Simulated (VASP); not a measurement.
# Al3Cu2 (P-3m1) in VASP: a series of runs, part 2 of 2

VASP 6.6.1. The steps go on from the part before.

## Step 4: Single point, PBEsol (volume scaled by 0.97, then relaxed in part)

Contents of INCAR:

```
SYSTEM = Al3Cu2
PREC = Accurate
ENCUT = 520
EDIFF = 1E-6
ISMEAR = 0
SIGMA = 0.1
LREAL = .False.
LASPH = .True.
NELM = 100
ALGO = Fast
ISIF = 2
LWAVE = .False.
LCHARG = .True.
GGA = PS
LELF = .True.
LVHAR = .True.
NBANDS = 24
```

Contents of KPOINTS:

```
regular mesh
0
Gamma
  12 12 8
  0 0 0
```

Contents of POSCAR:

```
Al3Cu2
1.0
    4.0564875131      0.0000000000      0.0000000000
   -2.0282437566      3.5130212365      0.0000000000
    0.0000000000      0.0000000000      4.9334642018
Al Cu
3 2
Direct
    0.0000000000      0.0000000000      0.0000000000
    0.3333333333      0.6666666667      0.3517862741
    0.6666666667      0.3333333333      0.6482137259
    0.3333333333      0.6666666667      0.8424773687
    0.6666666667      0.3333333333      0.1575226313
```

On the command line:

```bash
$ cat potpaw_PBE.64/Al/POTCAR potpaw_PBE.64/Cu/POTCAR > POTCAR
$ mpirun -np 1 vasp_std > vasp.out
```

It took 2.6 min on 1 thread of Intel Xeon 6975P-C (Granite Rapids), shared host; peak memory 0.31 GiB.

It converged, with:

```
Free energy   : -21.6902 eV
Pressure      : 4.0 GPa
Largest force : 0.008 eV/Å
```

Forces on the atoms (eV/Å):
```
Al   0.000  0.000  0.000
Al   0.000  0.000  0.008
Al   0.000  0.000 -0.008
Cu   0.000  0.000  0.004
Cu   0.000  0.000 -0.004
```

Levels at points of the mesh, in eV from the Fermi level:
```csv
k point,band 11,band 12,band 13,band 14,band 15,band 16,band 17,band 18,band 19,band 20
"(0.00, 0.00, 0.00)",-4.25,-3.76,-3.73,-0.23,-0.23,1.35,1.35,2.66,2.99,5.46
"(0.50, 0.00, 0.00)",-4.39,-4.21,-3.15,-3.07,-2.65,-0.74,0.01,0.35,3.08,3.84
"(0.00, 0.00, 0.50)",-4.29,-4.29,1.20,1.20,1.29,1.29,1.78,2.48,2.48,2.55
"(0.50, 0.00, 0.50)",-4.42,-4.32,-4.24,-3.60,-1.83,-0.19,0.74,1.02,5.19,5.47
```

Caveat: the cell differs from its parent crystal (volume scaled by 0.97, then relaxed in part); the PAW data sets were made with another functional, which shifts forces and pressure a little.

## Step 5: Single point, PBEsol

This run uses another cell than the first one, of 14.48 Å³/atom, 1.098 times its volume.

Contents of INCAR:

```
SYSTEM = Al3Cu2
ALGO = Fast
EDIFF = 1E-7
ENCUT = 520
GGA = PS
ISIF = 2
ISMEAR = 0
LASPH = .True.
LCHARG = .False.
LREAL = .False.
LWAVE = .False.
NBANDS = 24
NELM = 100
PREC = Accurate
SIGMA = 0.1
```

Contents of KPOINTS:

```
k-points
0
Gamma
  12 12 8
  0 0 0
```

Contents of POSCAR:

```
Al3Cu2
1.0
    4.0919516368      0.0000000000      0.0000000000
   -2.0459758184      3.5437340685      0.0000000000
    0.0000000000      0.0000000000      4.9927787000
Al Cu
3 2
Direct
    0.0000000000      0.0000000000      0.0000000000
    0.3333333300      0.6666666700      0.3499253500
    0.6666666700      0.3333333300      0.6500746500
    0.3333333300      0.6666666700      0.8395121300
    0.6666666700      0.3333333300      0.1604878700
```

Potentials or basis: VASP PAW PBE potentials, release 64 (Al, Cu).

On the command line:

```bash
$ cat potpaw_PBE.64/Al/POTCAR potpaw_PBE.64/Cu/POTCAR > POTCAR
$ mpirun -np 1 vasp_std > vasp.out
```

OUTCAR:

```text
SYSTEM = Al3Cu2
   EDIFF = 1E-7
   ENCUT = 520
   GGA = PS
   ISIF = 2
   ISMEAR = 0
   LASPH = .True.
   LREAL = .False.
   NELM = 100
   PREC = Accurate

 ion  position               nearest neighbor table
   1  0.000  0.000  0.000-   4 2.49   5 2.49   4 2.49   5 2.49   5 2.49   4 2.49   2 2.94   3 2.94
                             2 2.94   3 2.94   2 2.94   3 2.94
   2  0.333  0.667  0.350-   4 2.44   5 2.54   5 2.54   5 2.54   4 2.55   3 2.80   3 2.80   3 2.80
                             1 2.94   1 2.94   1 2.94
   3  0.667  0.333  0.650-   5 2.44   4 2.54   4 2.54   4 2.54   5 2.55   2 2.80   2 2.80   2 2.80
                             1 2.94   1 2.94   1 2.94
   4  0.333  0.667  0.840-   2 2.44   1 2.49   1 2.49   1 2.49   3 2.54   3 2.54   3 2.54   2 2.55

   5  0.667  0.333  0.160-   3 2.44   1 2.49   1 2.49   1 2.49   2 2.54   2 2.54   2 2.54   3 2.55

  LATTYP: Found a hexagonal cell.
 ALAT       =     4.0919516368
 C/A-ratio  =     1.2201460680

  Lattice vectors:

 A1 = (   4.0919516368,   0.0000000000,   0.0000000000)
 A2 = (  -2.0459758184,   3.5437340685,   0.0000000000)
 A3 = (   0.0000000000,   0.0000000000,   4.9927787000)

Analysis of symmetry for initial positions (statically):
[... 185 lines left out ...]
 Fermi energy:         8.3038931869

 k-point     1 :       0.0000    0.0000    0.0000
  band No.  band energies     occupation
      1      -2.9593      2.00000
      2       1.8597      2.00000
      3       2.4062      2.00000
      4       2.9503      2.00000
      5       2.9503      2.00000
      6       3.3066      2.00000
[... 637 lines left out ...]
     23      13.8634      0.00000
     24      14.2760      0.00000

 [... further k-points ...]

------------------------ aborting loop because EDIFF is reached ----------------------------------------

  FORCE on cell =-STRESS in cart. coord.  units (eV):
  Direction    XX          YY          ZZ          XY          YZ          ZX
  --------------------------------------------------------------------------------------
  -------------------------------------------------------------------------------------
  Total        0.3270809      0.3270809      0.1087133      0.0000000      0.0000000     -0.0000000
  in kB        7.2382200      7.2382200      2.4057980      0.0000000      0.0000000     -0.0000000
  external PRESSURE =       5.6274126 kB  Pullay stress =       0.0000000 kB

 VOLUME and BASIS-vectors are now :
 -----------------------------------------------------------------------------
  energy-cutoff  :      520.00
  volume of cell :       72.40
      direct lattice vectors                 reciprocal lattice vectors
     4.091951637  0.000000000  0.000000000     0.244382165  0.141094109  0.000000000
    -2.045975818  3.543734069  0.000000000     0.000000000  0.282188217  0.000000000
     0.000000000  0.000000000  4.992778700     0.000000000  0.000000000  0.200289270

 POSITION                                       TOTAL-FORCE (eV/Angst)
 -----------------------------------------------------------------------------------
      0.00000      0.00000      0.00000         0.000000      0.000000      0.000000
     -0.00000      2.36249      1.74710         0.000000     -0.000000      0.031517
      2.04598      1.18124      3.24568        -0.000000      0.000000     -0.031517
     -0.00000      2.36249      4.19150        -0.000000      0.000000      0.061066
      2.04598      1.18124      0.80128        -0.000000     -0.000000     -0.061066
 -----------------------------------------------------------------------------------
    total drift:                                0.000000     -0.000000      0.000000

  FREE ENERGIE OF THE ION-ELECTRON SYSTEM (eV)
  ---------------------------------------------------
  free  energy   TOTEN  =       -21.7175666063 eV

  energy  without entropy=      -21.7106034994  energy(sigma->0) =      -21.71408505
```

Run time: 2.6 min. Hardware: 1 thread of Intel Xeon 6975P-C (Granite Rapids), shared host; peak memory 0.32 GiB.

Results:

| Item | Value |
| --- | --- |
| Free energy | -21.7176 eV |
| Pressure | 0.6 GPa |
| Largest force | 0.061 eV/Å |

Forces in eV/Å, atoms in the order of the input:
```
Al   0.000  0.000  0.000
Al   0.000  0.000  0.032
Al   0.000  0.000 -0.032
Cu   0.000  0.000  0.061
Cu   0.000  0.000 -0.061
```

Caveat: the PAW data sets were made with another functional, which shifts forces and pressure a little.

## Step 6: Single point, PBEsol

This run uses another cell than the first one, of 14.50 Å³/atom, 1.099 times its volume.

Contents of INCAR:

```
ALGO     = Fast           # electronic algorithm
EDIFF    = 1E-7           # SCF threshold, eV
ENCUT    = 520            # plane-wave cutoff, eV
GGA      = PS             # functional
ISIF     = 2              # what is computed and relaxed
ISMEAR   = 0              # smearing method
LASPH    = T              # aspherical terms in the spheres
LCHARG   = T              # write CHGCAR
LELF     = T              # ELF
LREAL    = F              # projectors in reciprocal space
LVHAR    = T            
LWAVE    = F              # write WAVECAR
NBANDS   = 24             # bands
NELM     = 100            # most SCF steps
PREC     = Accurate       # precision mode
SIGMA    = 0.1            # smearing width, eV
```

Contents of KPOINTS:

```
k-points
0
Gamma
  12 12 8
```

Contents of POSCAR:

```
Al3Cu2
1.0
    4.0985856014      0.0000000000      0.0000000000
   -2.0492928007      3.5494792504      0.0000000000
    0.0000000000      0.0000000000      4.9821008425
Al Cu
3 2
Direct
    0.0000000000      0.0000000000      0.0000000000
    0.3333333333      0.6666666667      0.3515059809
    0.6666666667      0.3333333333      0.6484940191
    0.3333333333      0.6666666667      0.8422899817
    0.6666666667      0.3333333333      0.1577100183
```

Potentials or basis: VASP PAW PBE potentials, release 64 (Al, Cu).

On the command line:

```bash
$ cat potpaw_PBE.64/Al/POTCAR potpaw_PBE.64/Cu/POTCAR > POTCAR
$ mpirun -np 1 vasp_std > vasp.out
```

Wall time 2.8 min (1 thread of Intel Xeon 6975P-C (Granite Rapids), shared host); peak memory 0.31 GiB.

The run converged. Its results:

```yaml
Free_energy: -21.7192 eV
Pressure: 0.4 GPa
```

Levels at points of the mesh, in eV from the Fermi level:
```csv
k point,band 13,band 14,band 15,band 16,band 17,band 18
"(0.00, 0.00, 0.00)",-3.64,-0.20,-0.20,1.33,1.33,2.50
"(0.50, 0.00, 0.00)",-3.06,-2.98,-2.58,-0.75,-0.08,0.37
"(0.00, 0.00, 0.50)",1.19,1.19,1.32,1.32,1.81,2.41
"(0.50, 0.00, 0.50)",-4.13,-3.52,-1.77,-0.17,0.73,0.94
```

Caveat: the PAW data sets were made with another functional, which shifts forces and pressure a little.

## Step 7: Overview

| cell | further INCAR settings | gap on the mesh (eV) | pressure (GPa) | largest force (eV/Å) |
| --- | --- | --- | --- | --- |
| a = 3.970, b = 3.970, c = 4.833 Å, angles 90.0, 90.0, 120.0°, 5 atoms | ALGO = Fast; EDIFF = 1e-07; NBANDS = 24 | none | 13.6 | - |
| a = 4.013, b = 4.013, c = 4.884 Å, angles 90.0, 90.0, 120.0°, 5 atoms | ALGO = Fast; EDIFF = 1e-06; NBANDS = 24 | none | 6.4 | - |
| a = 4.056, b = 4.056, c = 4.933 Å, angles 90.0, 90.0, 120.0°, 5 atoms | ALGO = Fast; EDIFF = 1e-06; NBANDS = 24 | none | 4.0 | 0.01 |
| a = 4.092, b = 4.092, c = 4.993 Å, angles 90.0, 90.0, 120.0°, 5 atoms | ALGO = Fast; EDIFF = 1e-07; NBANDS = 24 | none | 0.6 | 0.06 |
| a = 4.099, b = 4.099, c = 4.982 Å, angles 90.0, 90.0, 120.0°, 5 atoms | ALGO = Fast; EDIFF = 1e-07; NBANDS = 24 | none | 0.4 | - |

Alike in all rows: task single point; level PBEsol; potentials or basis VASP PAW PBE potentials, release 64 (Al, Cu); no spin polarisation; k mesh 12 × 12 × 8; cutoff (eV) 520; smearing gaussian 0.1 eV.

Caveats: the PAW data sets were made with another functional, which shifts forces and pressure a little.

Total energies depend on the potentials used, so only differences within one code and one set of settings carry meaning.
